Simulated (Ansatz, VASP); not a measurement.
# One calculation of GaN, two programs

```xyz
4
Lattice="3.1800 0.0000 0.0000 -1.5900 2.7540 0.0000 0.0000 0.0000 5.1660" Properties=species:S:1:pos:R:3 pbc="T T T"
Ga   -0.0226    1.8360    0.0000
Ga    1.5674    0.9180    2.5830
N     0.1125    1.8360    1.9373
N     1.7025    0.9180    4.5203
```

Change from the starting cell: mode 7 (550.3 1/cm) frozen in, largest displacement +0.113 Å.

Alike in both runs: task single point; functional r2SCAN; k mesh 12 × 12 × 6; occupations gaussian, width 0.05 eV; no spin polarisation.

|  | VASP | Ansatz |
| --- | --- | --- |
| version | VASP 6.6.1 | Ansatz 0.2.0 |
| potentials or method | VASP PAW PBE potentials, release 64 (Ga_d, N), cutoff 520 eV | scalar-relativistic, plane waves, PAW |
| valence electrons in the cell | 36 | 36 |

Ansatz gave:

* gap on the k mesh at the Fermi level (eV): 2.24
* least direct gap on the mesh (eV): 2.24
* pressure (GPa): 3.0
* traceless stress, the component that is largest in VASP (GPa): 5.58
* rms of the force components (eV/Å): 1.074

Task: Estimate VASP's values.

Result: gap on the k mesh at the Fermi level (eV): 2.24; least direct gap on the mesh (eV): 2.24; pressure (GPa): 4.1; traceless stress, the component that is largest in VASP (GPa): 5.82; rms of the force components (eV/Å): 1.093.

VASP's potentials were made for PBE, not for r2SCAN. Atom by atom the forces differ by 0.018 eV/Å (rms over components). With one functional, cell and mesh, what is left measures potentials, basis and numerics.
